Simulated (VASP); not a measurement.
# SrTiO3 (Pm-3m) in VASP: further runs, part 2 of 2

VASP 6.6.1.

## 3. Single point, LDA

This run uses another cell than the first one, of 11.45 Å³/atom, 0.990 times its volume.

File INCAR:

```
SYSTEM = SrTiO3
  PREC = Accurate
  ENCUT = 520
  EDIFF = 1E-7
  ISMEAR = -1
  SIGMA = 0.05
  LREAL = .False.
  LASPH = .True.
  NELM = 60
  ALGO = Normal
  ISIF = 2
  LWAVE = .False.
  LCHARG = .True.
  GGA = CA
  LELF = .True.
  LVHAR = .True.
  NBANDS = 28
```

File KPOINTS:

```
regular mesh
0
Gamma
  8 8 8
  0 0 0
```

File POSCAR:

```
SrTiO3
1.0
    3.8542043545      0.0000000000      0.0000000000
    0.0000000000      3.8542043545      0.0000000000
    0.0000000000      0.0000000000      3.8542043545
Sr Ti O
1 1 3
Direct
    0.5000000000      0.5000000000      0.5000000000
    0.0000000000      0.0000000000      0.0000000000
    0.5000000000      0.0000000000      0.0000000000
    0.0000000000      0.5000000000      0.0000000000
    0.0000000000      0.0000000000      0.5000000000
```

Potentials or basis: VASP PAW LDA potentials, release 64 (Sr_sv, Ti_sv, O).

Run with:

```sh
cat potpaw_LDA.64/Sr_sv/POTCAR potpaw_LDA.64/Ti_sv/POTCAR potpaw_LDA.64/O/POTCAR > POTCAR
mpirun -np 1 vasp_std > vasp.out
```

OUTCAR:

```text
SYSTEM = SrTiO3
   PREC = Accurate
   ENCUT = 520
   EDIFF = 1E-7
   ISMEAR = -1
   LREAL = .False.
   LASPH = .True.
   NELM = 60
   ISIF = 2
   GGA = CA

 ion  position               nearest neighbor table
   1  0.500  0.500  0.500-   3 2.73   4 2.73   5 2.73   3 2.73   4 2.73   3 2.73   5 2.73   3 2.73
                             4 2.73   5 2.73   4 2.73   5 2.73   2 3.34   2 3.34   2 3.34   2 3.34
   2  0.000  0.000  0.000-   3 1.93   4 1.93   5 1.93   5 1.93   4 1.93   3 1.93   1 3.34   1 3.34
                             1 3.34   1 3.34   1 3.34   1 3.34   1 3.34   1 3.34
   3  0.500  0.000  0.000-   2 1.93   2 1.93   1 2.73   1 2.73   1 2.73   1 2.73
   4  0.000  0.500  0.000-   2 1.93   2 1.93   1 2.73   1 2.73   1 2.73   1 2.73
   5  0.000  0.000  0.500-   2 1.93   2 1.93   1 2.73   1 2.73   1 2.73   1 2.73

  LATTYP: Found a simple cubic cell.
 ALAT       =     3.8542043545

  Lattice vectors:

 A1 = (   3.8542043545,   0.0000000000,   0.0000000000)
 A2 = (   0.0000000000,   3.8542043545,   0.0000000000)
 A3 = (   0.0000000000,   0.0000000000,   3.8542043545)

Analysis of symmetry for initial positions (statically):
=====================================================================
 Subroutine PRICEL returns:
 Original cell was already a primitive cell.

 Routine SETGRP: Setting up the symmetry group for a
 simple cubic supercell.

 Subroutine GETGRP returns: Found 48 space group operations
 (whereof 48 operations were pure point group operations)
 out of a pool of 48 trial point group operations.

The static configuration has the point symmetry O_h .

Analysis of symmetry for dynamics (positions and initial velocities):
=====================================================================
 Subroutine PRICEL returns:
 Original cell was already a primitive cell.

 Routine SETGRP: Setting up the symmetry group for a
 simple cubic supercell.

 Subroutine GETGRP returns: Found 48 space group operations
 (whereof 48 operations were pure point group operations)
 out of a pool of 48 trial point group operations.

The dynamic configuration has the point symmetry O_h .

 Subroutine INISYM returns: Found 48 space group operations
 (whereof 48 operations are pure point group operations),
 and found     1 'primitive' translations

----------------------------------------------------------------------------------------

                                     Primitive cell

  volume of cell :      57.2538

  direct lattice vectors                    reciprocal lattice vectors
     3.854204355  0.000000000  0.000000000     0.259456922  0.000000000  0.000000000
     0.000000000  3.854204355  0.000000000     0.000000000  0.259456922  0.000000000
     0.000000000  0.000000000  3.854204355     0.000000000  0.000000000  0.259456922

  length of vectors
     3.854204355  3.854204355  3.854204355     0.259456922  0.259456922  0.259456922

  position of ions in fractional coordinates (direct lattice)
     0.500000000  0.500000000  0.500000000
     0.000000000  0.000000000  0.000000000
     0.500000000  0.000000000  0.000000000
     0.000000000  0.500000000  0.000000000
     0.000000000  0.000000000  0.500000000

  ion indices of the primitive-cell ions
   primitive index   ion index
                 1           1
                 2           2
                 3           3
                 4           4
[... 22 lines left out ...]

 Subroutine IBZKPT returns following result:
 ===========================================

 Found     35 irreducible k-points:

 Following reciprocal coordinates:
            Coordinates               Weight
  0.000000  0.000000  0.000000      1.000000
  0.125000  0.000000  0.000000      6.000000
  0.250000  0.000000  0.000000      6.000000
  0.375000  0.000000  0.000000      6.000000
  0.500000  0.000000  0.000000      3.000000
  0.125000  0.125000  0.000000     12.000000
[... 16 lines left out ...]
  0.375000  0.375000  0.125000     24.000000
  0.500000  0.375000  0.125000     24.000000
 [... further k-points ...]
   k-points           NKPTS =     35   k-points in BZ     NKDIM =     35   number of bands    NBANDS=     28
   number of dos      NEDOS =    301   number of ions     NIONS =      5
   total plane-waves  NPLWV =  27000
   dimension x,y,z NGX =    30 NGY =   30 NGZ =   30
   dimension x,y,z NGXF=    60 NGYF=   60 NGZF=   60
   ions per type =               1   1   3
   NGX,Y,Z   is equivalent  to a cutoff of  12.94, 12.94, 12.94 a.u.
   NGXF,Y,Z  is equivalent  to a cutoff of  25.88, 25.88, 25.88 a.u.
 SYSTEM =  SrTiO3
   PREC   = accura    normal or accurate (medium, high low for compatibility)
   ISTART =      0    job   : 0-new  1-cont  2-samecut
   ICHARG =      2    charge: 1-file 2-atom 10-const
   ISPIN  =      1    spin polarized calculation?
   LNONCOLLINEAR =      F non collinear calculations
   LSORBIT =      F    spin-orbit coupling
   LASPH  =      T    aspherical Exc in radial PAW
   ENCUT  =  520.0 eV  38.22 Ry    6.18 a.u.   7.17  7.17  7.17*2*pi/ulx,y,z
   NELM   =     60;   NELMIN=  2; NELMDL= -5     # of ELM steps
   EDIFF  = 0.1E-06   stopping-criterion for ELM
   LREAL  =      F    real-space projection
   EDIFFG = 0.1E-05   stopping-criterion for IOM
   NSW    =      0    number of steps for IOM
   IBRION =     -1    ionic relax: 0-MD 1-quasi-New 2-CG
   NFREE  =      0    steps in history (QN), initial steepest desc. (CG)
   ISIF   =      2    stress and relaxation
   ISYM   =      2    0-nonsym 1-usesym 2-fastsym
   POTIM  = 0.5000    time-step for ionic-motion
   TEBEG  =    0.0;   TEEND  =   0.0 temperature during run
   PSTRESS=    0.0 pullay stress
   NELECT =      40.0000    total number of electrons
   NUPDOWN=      -1.0000    fix difference up-down
   EMIN   =  10.00;   EMAX   =-10.00  energy-range for DOS
   EFERMI =   0.00;   METHOD = LEGACY
   ISMEAR =    -1;   SIGMA  =   0.05  broadening in eV -4-tet -1-fermi 0-gaus
   EFERMI_NEDOS =   21; number of points for ismear=-14 and -15
   IALGO  =     38    algorithm
   IMIX   =      4    mixing-type and parameters
     AMIX     =   0.40;   BMIX     =  1.00
     AMIX_MAG =   1.60;   BMIX_MAG =  1.00
  volume/ion in A,a.u.               =      11.45        77.27
  Fermi-wavevector in a.u.,A,eV,Ry     =   1.452647  2.745105 28.710787  2.110183
  Thomas-Fermi vector in A             =   2.570005
   LORBIT       =      0    0 simple, 1 ext, 2 COOP (PROOUT), +10 PAW based schemes
   GGA     = CA    functional components
   LHFCALC =     F    Hartree Fock is set to
   AEXX    =    0.0000 exact exchange contribution
   IVDW    =     0    specifies the selected vdW correction
   LEPSILON=     F    determine dielectric tensor
   LRPA    =     F    only Hartree local field effects (RPA)
 non-spin polarized calculation
  energy-cutoff  :      520.00
  volume of cell :       57.25
 maximum number of plane-waves:      1568
 NGX is ok and might be reduce to    30
   NGX = 15   NGY = 15   NGZ = 15

 number of electron      40.0000029 magnetization

 Free energy of the ion-electron system (eV)
  ---------------------------------------------------
  ext. energy  EPLUGINS =         0.00000000
  ---------------------------------------------------
  free energy    TOTEN  =       -44.17624357 eV

  energy without entropy =      -44.17624357  energy(sigma->0) =      -44.17624357

 E-fermi :   5.1353     XC(G=0): -12.0010

 val. band max:        4.2107560217   @ k =   0.5000   0.5000   0.5000
 cond. band min:       6.0264245176   @ k =   0.0000   0.0000   0.0000
 fundamental gap:      1.8156684959
 Fermi energy:         5.1353068837

 k-point     1 :       0.0000    0.0000    0.0000
  band No.  band energies     occupation
      1     -51.3571      2.00000
      2     -28.1703      2.00000
      3     -28.0377      2.00000
      4     -28.0377      2.00000
      5     -28.0377      2.00000
      6     -13.0644      2.00000
[... 733 lines left out ...]
     27      12.7636      0.00000
     28      13.1006      0.00000

 [... further k-points ...]
[... 5 lines left out ...]
  --------------------------------------------------------------------------------------
  -------------------------------------------------------------------------------------
  Total        0.3927854      0.3927854      0.3927854     -0.0000000     -0.0000000     -0.0000000
  in kB       10.9916207     10.9916207     10.9916207     -0.0000000     -0.0000000     -0.0000000
  external PRESSURE =      10.9916207 kB  Pullay stress =       0.0000000 kB

 VOLUME and BASIS-vectors are now :
 -----------------------------------------------------------------------------
  energy-cutoff  :      520.00
  volume of cell :       57.25
      direct lattice vectors                 reciprocal lattice vectors
     3.854204355  0.000000000  0.000000000     0.259456922  0.000000000  0.000000000
     0.000000000  3.854204355  0.000000000     0.000000000  0.259456922  0.000000000
     0.000000000  0.000000000  3.854204355     0.000000000  0.000000000  0.259456922

 POSITION                                       TOTAL-FORCE (eV/Angst)
 -----------------------------------------------------------------------------------
      1.92710      1.92710      1.92710         0.000000      0.000000      0.000000
      0.00000      0.00000      0.00000         0.000000      0.000000      0.000000
      1.92710      0.00000      0.00000         0.000000      0.000000      0.000000
      0.00000      1.92710      0.00000         0.000000      0.000000      0.000000
      0.00000      0.00000      1.92710         0.000000      0.000000      0.000000
 -----------------------------------------------------------------------------------
    total drift:                                0.000000     -0.000000      0.000000

  FREE ENERGIE OF THE ION-ELECTRON SYSTEM (eV)
  ---------------------------------------------------
  free  energy   TOTEN  =       -44.1762435735 eV

  energy  without entropy=      -44.1762435725  energy(sigma->0) =      -44.17624357
```

OSZICAR:

```text
N       E                     dE             d eps       ncg     rms          rms(c)
DAV:   1     0.414109972719E+03    0.41411E+03   -0.20906E+04  1960   0.156E+03
DAV:   2    -0.142054558751E+02   -0.42832E+03   -0.40988E+03  2260   0.434E+02
DAV:   3    -0.518324167805E+02   -0.37627E+02   -0.37342E+02  2280   0.131E+02
DAV:   4    -0.540300674954E+02   -0.21977E+01   -0.21938E+01  3376   0.261E+01
DAV:   5    -0.540581354448E+02   -0.28068E-01   -0.28059E-01  2548   0.272E+00    0.282E+01
DAV:   6    -0.443752688288E+02    0.96829E+01   -0.51501E+01  2756   0.651E+01    0.171E+01
DAV:   7    -0.442907902601E+02    0.84479E-01   -0.72258E+00  2512   0.208E+01    0.119E+01
DAV:   8    -0.442957991519E+02   -0.50089E-02   -0.17127E+00  2316   0.138E+01    0.325E+00
DAV:   9    -0.441833502950E+02    0.11245E+00   -0.42317E-01  2356   0.690E+00    0.102E+00
DAV:  10    -0.441823021941E+02    0.10481E-02   -0.90579E-02  2592   0.211E+00    0.717E-01
DAV:  11    -0.441763096374E+02    0.59926E-02   -0.30354E-02  2944   0.158E+00    0.120E-01
DAV:  12    -0.441762544551E+02    0.55182E-04   -0.21166E-03  2452   0.568E-01    0.813E-02
DAV:  13    -0.441762597774E+02   -0.53223E-05   -0.39227E-04  2536   0.204E-01    0.421E-02
DAV:  14    -0.441762461899E+02    0.13587E-04   -0.40103E-05  2636   0.592E-02    0.170E-02
DAV:  15    -0.441762435645E+02    0.26255E-05   -0.14558E-05  2860   0.284E-02    0.733E-03
DAV:  16    -0.441762435376E+02    0.26806E-07   -0.20518E-06  2216   0.154E-02    0.221E-03
DAV:  17    -0.441762435735E+02   -0.35875E-07   -0.19403E-07  1720   0.315E-03
   1 F= -.44176244E+02 E0= -.44176244E+02  d E =-.101913E-08
```

Wall time 28 s (1 thread of Intel Xeon 6975P-C (Granite Rapids), shared host); peak memory 0.18 GiB.

Results:

| Property | Result |
| --- | --- |
| Free energy | -44.1762 eV |
| Pressure | 1.1 GPa |
| Band gap on the k mesh | 1.82 eV, indirect (least direct gap 2.15 eV) |

A k mesh can miss the band edges.
